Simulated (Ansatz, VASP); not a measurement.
Two plane-wave programs on ZrB2

```
Zr B
1.0
     3.14872    0.00000    0.00000
    -1.57436    2.72688    0.00000
     0.00000    0.00000    3.50929
Zr B
1 2
Direct
  0.00000 0.00000 0.00000
  0.66667 0.33333 0.50000
  0.33333 0.66667 0.50000
```

Alike in both runs: task single point; functional PBEsol; dispersion D4; k mesh 10 × 10 × 8; occupations fermi-dirac, width 0.05 eV; no spin polarisation.

|  | VASP | Ansatz |
| --- | --- | --- |
| version | VASP 6.6.1 | Ansatz 0.2.0 |
| potentials or method | VASP PAW PBE potentials, release 64 (Zr_sv, B) | Ansatz PAW |
| plane-wave cutoff (eV) | 520 | 420 |
| valence electrons in the cell | 18 | 18 |

|  | VASP | Ansatz | Ansatz less VASP |
| --- | --- | --- | --- |
| gap on the k mesh at the Fermi level (eV) | none | none | - |
| pressure (GPa) | -2.2 | -2.5 | -0.34 |
| traceless stress, the component that is largest in VASP (GPa) | -1.16 | -1.16 | -0.004 |

VASP's potentials were made for PBE, not for PBEsol. A gap of «none» marks a metal or a gap that the smearing closes.
